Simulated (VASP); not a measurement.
Write the native input for VASP 6.6.1 that does the following.

- Task: single point
- Functional: PBEsol
- Potentials or basis: VASP PAW PBE potentials, release 64 (Co)
- Cutoff: 520 eV
- k mesh: 24 × 24 × 12
- Occupations: gaussian, width 0.15 eV
- Spin: collinear spin, ferromagnetic start
- Starting moments: [1.91, 1.91] μB
- Dipole correction: no
- Further INCAR settings: ALGO = Normal; EDIFF = 1e-06; NBANDS = 20

The structure of Co lies in POSCAR:

```
Co
1.0
    2.4873648738      0.0000000000      0.0000000000
   -1.2436824369      2.1541211692      0.0000000000
    0.0000000000      0.0000000000      4.0023401608
Co
2
Direct
    0.6666666667      0.3333333333      0.2598610000
    0.3333333333      0.6666666667      0.7401390000
```

This cell differs from its parent crystal: strain +0.000 along x and y, -0.015 along z.

One way to write it, as run:

INCAR

```
SYSTEM = Co
PREC     = Accurate       ! precision mode
ENCUT    = 520            ! plane-wave cutoff, eV
EDIFF    = 1E-6           ! SCF threshold, eV
ISMEAR   = 0              ! smearing method
SIGMA    = 0.15           ! smearing width, eV
LREAL    = .False.        ! projectors in reciprocal space
LASPH    = .True.         ! aspherical terms in the spheres
NELM     = 150            ! most SCF steps
ALGO     = Normal         ! electronic algorithm
ISIF     = 2              ! what is computed and relaxed
LWAVE    = .False.        ! write WAVECAR
LCHARG   = .True.         ! write CHGCAR
ISPIN    = 2              ! spin polarisation
MAGMOM   = 1.91 1.91      ! initial moments
LORBIT   = 11             ! projections on sites
LMAXMIX  = 4              ! l up to which the mixer works
GGA      = PS             ! functional
LELF     = .True.         ! ELF
LVHAR    = .True.       
NBANDS   = 20             ! bands
```

KPOINTS

```
regular mesh
0
Gamma
  24 24 12
  0 0 0
```

Potentials or basis: VASP PAW PBE potentials, release 64 (Co).

Command:

```bash
$ cat potpaw_PBE.64/Co/POTCAR > POTCAR
$ mpirun -np 1 vasp_std > vasp.out
```

It gave:

The pressure is -7.2 GPa, the largest force is 0.530 eV/Å and the net moment is 3.20 μB per cell. The site moments are Co +1.61 μB and the valence electrons inside the program's atomic spheres are Co 8.30.

Caveat: the cell differs from its parent crystal (strain +0.000 along x and y, -0.015 along z); the cell stands under tension; the PAW data sets were made with another functional, which shifts forces and pressure a little.

Wall time 6 min on 1 thread of Intel(R) Xeon(R) Platinum 8375C CPU @ 2.90GHz (Ice Lake), with other jobs on the host, peak memory 0.45 GiB.
